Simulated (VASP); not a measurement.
# Zn18O17 (a cell with a defect) in VASP: single point with PBE

Aim: the single point of Zn18O17 (a cell with a defect) with PBE.

Program: VASP 6.6.1. These are calculated values, not measurements. Logs are shortened: lines on timing, memory, paths and dates and some standing lists are left out, and cuts for length are marked.

### Step 1. The cell of the first run

The cell holds a defect, 35 atoms: a = 7.764 Å, b = 7.764 Å, c = 7.764 Å, α = 78.63°, β = 78.63°, γ = 78.63°.

### Step 2. Single point, PBE (atoms taken out, then relaxed in part)

INCAR reads:

```
SYSTEM = Zn18O17
  ALGO = Normal
  EDIFF = 1E-7
  ENCUT = 520
  GGA = PE
  ISIF = 2
  ISMEAR = 0
  LASPH = .True.
  LCHARG = .False.
  LREAL = Auto
  LWAVE = .False.
  NBANDS = 182
  NELM = 60
  PREC = Accurate
  SIGMA = 0.01
```

KPOINTS reads:

```
Automatic mesh
0
Gamma
  2 2 2
  0.5 0.5 0.5
```

POSCAR reads:

```
Zn18O17
1.0
    0.0000000000      5.6800713330     -5.2932332491
    4.9190860697     -2.8400356665     -5.2932332491
   -4.9190860697     -2.8400356665     -5.2932332491
Zn O
18 17
Direct
    0.9315442932      0.2645630252      0.2640609343
    0.2789205700      0.9461273301      0.2763774757
    0.9439428034      0.6120685386      0.9456445482
    0.6130650347      0.6119887168      0.2764099071
    0.2790475070      0.2769752096      0.9455858916
    0.9438892262      0.9460282055      0.6114353061
    0.6113537996      0.9443492812      0.9438248206
    0.2777890065      0.6108536459      0.6103562116
    0.6130340416      0.2768798363      0.6114368144
    0.2203862319      0.2222284864      0.5529883644
    0.5562263856      0.8892622511      0.5537356127
    0.2204857735      0.5534053536      0.2218303989
    0.8892434645      0.5534518819      0.5528993112
    0.5786964976      0.2172460739      0.2170261103
    0.2212172893      0.8893009827      0.8888828605
    0.8843267015      0.9117251868      0.2169875918
    0.5562838179      0.5542449613      0.8887947658
    0.8844759987      0.2175560740      0.9108300822
    0.1479258870      0.8199022875      0.1520166582
    0.8194504315      0.4810421856      0.8194667145
    0.4870287938      0.4808414093      0.1519580533
    0.1479802246      0.1524402049      0.8195197950
    0.8193841679      0.8199315384      0.4804836809
    0.4850935401      0.8181143709      0.8176361165
    0.1517731095      0.4847573296      0.4843473824
    0.4868732629      0.1524088363      0.4805059823
    0.0917410431      0.0980308148      0.4242874458
    0.4294362799      0.7624839835      0.4280420136
    0.0917726468      0.4247525997      0.0975626487
    0.7650050668      0.4247533490      0.4242486582
    0.4347594859      0.0981704154      0.0976488607
    0.0955724333      0.7625282061      0.7620158521
    0.7651227710      0.7677923808      0.0976936743
    0.4295074325      0.4285817210      0.7619507597
    0.7651337363      0.0981532142      0.7672000872
```

Potentials or basis: VASP PAW PBE potentials, release 64 (Zn, O).

On the command line:

```sh
$ cat potpaw_PBE.64/Zn/POTCAR potpaw_PBE.64/O/POTCAR > POTCAR
$ mpirun -np 1 vasp_std > vasp.out
```

OUTCAR:

```text
SYSTEM = Zn18O17
   EDIFF = 1E-7
   ENCUT = 520
   GGA = PE
   ISIF = 2
   ISMEAR = 0
   LASPH = .True.
   LREAL = Auto
   NELM = 60
   PREC = Accurate

 ion  position               nearest neighbor table
   1  0.932  0.265  0.264-  30 2.03  29 2.03  27 2.03  16 2.94  14 2.94  18 2.94
   2  0.279  0.946  0.276-  28 2.00  27 2.01  31 2.01  19 2.02
   3  0.944  0.612  0.946-  32 2.00  29 2.01  33 2.01  20 2.02
   4  0.613  0.612  0.276-  28 2.00  30 2.01  33 2.01  21 2.02
   5  0.279  0.277  0.946-  34 2.00  29 2.01  31 2.01  22 2.02
   6  0.944  0.946  0.611-  32 2.00  27 2.01  35 2.01  23 2.02
   7  0.611  0.944  0.944-  35 2.00  33 2.00  31 2.00  24 2.00
   8  0.278  0.611  0.610-  25 2.00  32 2.00  34 2.00  28 2.00
   9  0.613  0.277  0.611-  34 2.00  30 2.01  35 2.01  26 2.02
  10  0.220  0.222  0.553-  25 1.99  27 2.02  26 2.03  22 2.03
  11  0.556  0.889  0.554-  26 2.00  23 2.00  28 2.01  24 2.01
  12  0.220  0.553  0.222-  25 1.99  29 2.02  19 2.03  21 2.03
  13  0.889  0.553  0.553-  25 1.99  30 2.02  23 2.03  20 2.03
  14  0.579  0.217  0.217-  26 2.03  21 2.03  31 2.03   1 2.94  16 3.01  18 3.01
  15  0.221  0.889  0.889-  22 2.00  19 2.00  32 2.01  24 2.01
  16  0.884  0.912  0.217-  23 2.03  19 2.03  33 2.03   1 2.94  14 3.01  18 3.01
  17  0.556  0.554  0.889-  20 2.00  21 2.00  34 2.01  24 2.01
  18  0.884  0.218  0.911-  20 2.03  22 2.03  35 2.03   1 2.94  14 3.01  16 3.01
  19  0.148  0.820  0.152-  15 2.00   2 2.02  16 2.03  12 2.03
  20  0.819  0.481  0.819-  17 2.00   3 2.02  18 2.03  13 2.03
  21  0.487  0.481  0.152-  17 2.00   4 2.02  14 2.03  12 2.03
  22  0.148  0.152  0.820-  15 2.00   5 2.02  18 2.03  10 2.03
  23  0.819  0.820  0.480-  11 2.00   6 2.02  16 2.03  13 2.03
  24  0.485  0.818  0.818-   7 2.00  17 2.01  15 2.01  11 2.01
[... 9 lines left out ...]
  34  0.430  0.429  0.762-   5 2.00   9 2.00   8 2.00  17 2.01
  35  0.765  0.098  0.767-   7 2.00   9 2.01   6 2.01  18 2.03

  LATTYP: Found a trigonal (rhomboedric) cell.
 ALAT       =     7.7641180167
 COS(alpha) =     0.1971866563

  Lattice vectors:

 A1 = (   0.0000000000,   5.6800713330,  -5.2932332491)
 A2 = (   4.9190860697,  -2.8400356665,  -5.2932332491)
 A3 = (  -4.9190860697,  -2.8400356665,  -5.2932332491)

Analysis of symmetry for initial positions (statically):
=====================================================================
 Subroutine PRICEL returns:
 Original cell was already a primitive cell.

 Routine SETGRP: Setting up the symmetry group for a
 trigonal (rhombohedral) supercell.

 Subroutine GETGRP returns: Found  1 space group operations
 (whereof  1 operations were pure point group operations)
 out of a pool of 12 trial point group operations.

The static configuration has the point symmetry C_1 .

Analysis of symmetry for dynamics (positions and initial velocities):
=====================================================================
 Subroutine PRICEL returns:
 Original cell was already a primitive cell.

 Routine SETGRP: Setting up the symmetry group for a
 trigonal (rhombohedral) supercell.

 Subroutine GETGRP returns: Found  1 space group operations
 (whereof  1 operations were pure point group operations)
 out of a pool of 12 trial point group operations.

The dynamic configuration has the point symmetry C_1 .

 Subroutine INISYM returns: Found  1 space group operations
 (whereof  1 operations are pure point group operations),
 and found     1 'primitive' translations

----------------------------------------------------------------------------------------

                                     Primitive cell

  volume of cell :     443.6909

  direct lattice vectors                    reciprocal lattice vectors
     0.000000000  5.680071333 -5.293233249     0.000000000  0.117369418 -0.062973483
     4.919086070 -2.840035666 -5.293233249     0.101644898 -0.058684709 -0.062973483
    -4.919086070 -2.840035666 -5.293233249    -0.101644898 -0.058684709 -0.062973483

  length of vectors
     7.764118017  7.764118017  7.764118017     0.133196246  0.133196246  0.133196246

  position of ions in fractional coordinates (direct lattice)
     0.931544293  0.264563025  0.264060934
     0.278920570  0.946127330  0.276377476
     0.943942803  0.612068539  0.945644548
     0.613065035  0.611988717  0.276409907
     0.279047507  0.276975210  0.945585892
     0.943889226  0.946028205  0.611435306
[... 27 lines left out ...]
     0.429507433  0.428581721  0.761950760
     0.765133736  0.098153214  0.767200087

  ion indices of the primitive-cell ions
   primitive index   ion index
                 1           1
                 2           2
                 3           3
                 4           4
                 5           5
                 6           6
[... 27 lines left out ...]
                34          34
                35          35

----------------------------------------------------------------------------------------

 KPOINTS: Automatic mesh

Automatic generation of k-mesh.
 Grid dimensions read from file:
 generate k-points for:    2    2    2

 Generating k-lattice:

  Cartesian coordinates                     Fractional coordinates (reciprocal lattice)
     0.000000000  0.058684709 -0.031486741     0.500000000 -0.000000000 -0.000000000
     0.050822449 -0.029342355 -0.031486741    -0.000000000  0.500000000 -0.000000000
    -0.050822449 -0.029342355 -0.031486741    -0.000000000 -0.000000000  0.500000000

  Length of vectors
     0.066598123  0.066598123  0.066598123

  Shift w.r.t. Gamma in fractional coordinates (k-lattice)
     0.500000000  0.500000000  0.500000000

 Subroutine IBZKPT returns following result:
 ===========================================

 Found      4 irreducible k-points:

 Following reciprocal coordinates:
            Coordinates               Weight
  0.250000  0.250000  0.250000      2.000000
 -0.250000  0.250000  0.250000      2.000000
  0.250000 -0.250000  0.250000      2.000000
  0.250000  0.250000 -0.250000      2.000000
   k-points           NKPTS =      4   k-points in BZ     NKDIM =      4   number of bands    NBANDS=    182
   number of dos      NEDOS =    301   number of ions     NIONS =     35
   total plane-waves  NPLWV = 216000
   dimension x,y,z NGX =    60 NGY =   60 NGZ =   60
   dimension x,y,z NGXF=   120 NGYF=  120 NGZF=  120
   ions per type =              18  17
   NGX,Y,Z   is equivalent  to a cutoff of  12.85, 12.85, 12.85 a.u.
   NGXF,Y,Z  is equivalent  to a cutoff of  25.69, 25.69, 25.69 a.u.
 SYSTEM =  Zn18O17
   PREC   = accura    normal or accurate (medium, high low for compatibility)
   ISTART =      0    job   : 0-new  1-cont  2-samecut
   ICHARG =      2    charge: 1-file 2-atom 10-const
   ISPIN  =      1    spin polarized calculation?
   LNONCOLLINEAR =      F non collinear calculations
   LSORBIT =      F    spin-orbit coupling
   LASPH  =      T    aspherical Exc in radial PAW
   ENCUT  =  520.0 eV  38.22 Ry    6.18 a.u.  14.44 14.44 14.44*2*pi/ulx,y,z
   NELM   =     60;   NELMIN=  2; NELMDL= -5     # of ELM steps
   EDIFF  = 0.1E-06   stopping-criterion for ELM
   LREAL  =      T    real-space projection
   EDIFFG = 0.1E-05   stopping-criterion for IOM
   NSW    =      0    number of steps for IOM
   IBRION =     -1    ionic relax: 0-MD 1-quasi-New 2-CG
   NFREE  =      0    steps in history (QN), initial steepest desc. (CG)
   ISIF   =      2    stress and relaxation
   ISYM   =      2    0-nonsym 1-usesym 2-fastsym
   POTIM  = 0.5000    time-step for ionic-motion
   TEBEG  =    0.0;   TEEND  =   0.0 temperature during run
   PSTRESS=    0.0 pullay stress
   NELECT =     318.0000    total number of electrons
   NUPDOWN=      -1.0000    fix difference up-down
   EMIN   =  10.00;   EMAX   =-10.00  energy-range for DOS
   EFERMI =   0.00;   METHOD = LEGACY
   ISMEAR =     0;   SIGMA  =   0.01  broadening in eV -4-tet -1-fermi 0-gaus
   EFERMI_NEDOS =   21; number of points for ismear=-14 and -15
   IALGO  =     38    algorithm
   IMIX   =      4    mixing-type and parameters
     AMIX     =   0.40;   BMIX     =  1.00
     AMIX_MAG =   1.60;   BMIX_MAG =  1.00
  volume/ion in A,a.u.               =      12.68        85.55
  Fermi-wavevector in a.u.,A,eV,Ry     =   1.465065  2.768572 29.203775  2.146417
  Thomas-Fermi vector in A             =   2.580967
   LORBIT       =      0    0 simple, 1 ext, 2 COOP (PROOUT), +10 PAW based schemes
   GGA     = PE    functional components
   LHFCALC =     F    Hartree Fock is set to
   AEXX    =    0.0000 exact exchange contribution
   IVDW    =     0    specifies the selected vdW correction
   LEPSILON=     F    determine dielectric tensor
   LRPA    =     F    only Hartree local field effects (RPA)
 non-spin polarized calculation
 Gauss-broadening in eV      SIGMA  =   0.01
  energy-cutoff  :      520.00
  volume of cell :      443.69
 maximum number of plane-waves:     11981
 NGX is ok and might be reduce to    60
   NGX = 29   NGY = 29   NGZ = 29

 number of electron     317.9999869 magnetization

 Free energy of the ion-electron system (eV)
  ---------------------------------------------------
  ext. energy  EPLUGINS =         0.00000000
  ---------------------------------------------------
  free energy    TOTEN  =      -152.11931894 eV

  energy without entropy =     -152.11931894  energy(sigma->0) =     -152.11931894

 E-fermi :   1.1121     XC(G=0): -10.6588

 val. band max:        1.0048939696   @ k =   0.2500  -0.2500   0.2500
 cond. band min:       2.9293183106   @ k =   0.2500   0.2500   0.2500
 fundamental gap:      1.9244243410
 Fermi energy:         1.1120522695

 k-point     1 :       0.2500    0.2500    0.2500
  band No.  band energies     occupation
      1     -16.8328      2.00000
      2     -16.4955      2.00000
      3     -16.4953      2.00000
      4     -16.4936      2.00000
      5     -16.3947      2.00000
      6     -16.3608      2.00000
[... 163 lines left out ...]
    170       6.7880      0.00000
    171       6.7898      0.00000

 k-point     2 :      -0.2500    0.2500    0.2500
  band No.  band energies     occupation
      1     -16.7835      2.00000
      2     -16.5917      2.00000
      3     -16.5193      2.00000
      4     -16.5130      2.00000
      5     -16.4271      2.00000
      6     -16.3179      2.00000
[... 163 lines left out ...]
    170       6.7402      0.00000
    171       6.8331      0.00000

 k-point     3 :       0.2500   -0.2500    0.2500
  band No.  band energies     occupation
      1     -16.7835      2.00000
      2     -16.5917      2.00000
      3     -16.5192      2.00000
      4     -16.5131      2.00000
      5     -16.4271      2.00000
      6     -16.3181      2.00000
[... 163 lines left out ...]
    170       6.7404      0.00000
    171       6.8329      0.00000

 k-point     4 :       0.2500    0.2500   -0.2500
  band No.  band energies     occupation
      1     -16.7835      2.00000
      2     -16.5915      2.00000
      3     -16.5193      2.00000
      4     -16.5129      2.00000
      5     -16.4274      2.00000
      6     -16.3178      2.00000
[... 163 lines left out ...]
    170       6.7414      0.00000
    171       6.8329      0.00000
 [bands above 171 left out]

------------------------ aborting loop because EDIFF is reached ----------------------------------------

  FORCE on cell =-STRESS in cart. coord.  units (eV):
  Direction    XX          YY          ZZ          XY          YZ          ZX
  --------------------------------------------------------------------------------------
  -------------------------------------------------------------------------------------
  Total       -4.1811981     -4.1904455     -4.2504096      0.0058858      0.0006547     -0.0019832
  in kB      -15.0983964    -15.1317890    -15.3483209      0.0212536      0.0023641     -0.0071615
  external PRESSURE =     -15.1928355 kB  Pullay stress =       0.0000000 kB

 VOLUME and BASIS-vectors are now :
 -----------------------------------------------------------------------------
  energy-cutoff  :      520.00
  volume of cell :      443.69
      direct lattice vectors                 reciprocal lattice vectors
     0.000000000  5.680071333 -5.293233249     0.000000000  0.117369418 -0.062973483
     4.919086070 -2.840035666 -5.293233249     0.101644898 -0.058684709 -0.062973483
    -4.919086070 -2.840035666 -5.293233249    -0.101644898 -0.058684709 -0.062973483

 POSITION                                       TOTAL-FORCE (eV/Angst)
 -----------------------------------------------------------------------------------
      0.00247      3.78993     -7.72901         0.000293      0.000383      0.057068
      3.29456     -1.88767     -7.94739         0.001292      0.003855      0.001059
     -1.64089      0.93770    -13.24185        -0.002410     -0.003406      0.004949
      1.65074      0.95917     -7.94760         0.002449      0.001505      0.004196
     -3.28895     -1.88711     -7.94836        -0.003887     -0.000050      0.003906
      1.64589      0.93811    -13.24024        -0.000718     -0.003926     -0.000181
[... 27 lines left out ...]
     -1.63987     -0.94152     -8.57525         0.002501      0.000632      0.000872
     -3.29110      1.88838     -8.63055         0.004590      0.004924     -0.005285
 -----------------------------------------------------------------------------------
    total drift:                                0.008866      0.010119      0.027013

  FREE ENERGIE OF THE ION-ELECTRON SYSTEM (eV)
  ---------------------------------------------------
  free  energy   TOTEN  =      -152.1193189414 eV

  energy  without entropy=     -152.1193189414  energy(sigma->0) =     -152.11931894
```

It took 31 min on 1 thread of Oxide Virtual Turin-like, shared host; peak memory 0.56 GiB.

Results:

* Free energy: -152.1193 eV
* Pressure: -1.5 GPa
* Largest force: 0.063 eV/Å
* Band gap on the k mesh: 1.92 eV

Forces in eV/Å, atoms in the order of the input:
```
Zn   0.000  0.000  0.057
Zn   0.001  0.004  0.001
Zn  -0.002 -0.003  0.005
Zn   0.002  0.002  0.004
Zn  -0.004  0.000  0.004
Zn  -0.001 -0.004  0.000
Zn  -0.001 -0.001  0.005
Zn   0.000  0.001  0.003
Zn  -0.001  0.001  0.001
Zn  -0.005  0.003  0.000
Zn  -0.001 -0.001 -0.003
Zn   0.005  0.005  0.001
Zn  -0.002 -0.007  0.001
Zn   0.006  0.054 -0.022
Zn  -0.001  0.000 -0.003
Zn   0.048 -0.025 -0.020
Zn  -0.003  0.000 -0.003
Zn  -0.051 -0.029 -0.021
O   -0.006  0.002  0.002
O    0.009  0.005  0.001
O    0.002 -0.011  0.002
O    0.008  0.006  0.001
O   -0.008  0.004  0.000
O   -0.001 -0.001  0.008
O    0.000 -0.001 -0.005
O   -0.001 -0.008  0.000
O    0.001  0.000 -0.002
O    0.000 -0.001  0.001
O    0.001  0.000 -0.003
O    0.000  0.002 -0.004
O   -0.002 -0.007 -0.003
O    0.003  0.002  0.003
O   -0.006  0.006 -0.005
O    0.003  0.001  0.001
O    0.005  0.005 -0.005
```

Caveat: the cell differs from its parent crystal (atoms taken out, then relaxed in part).
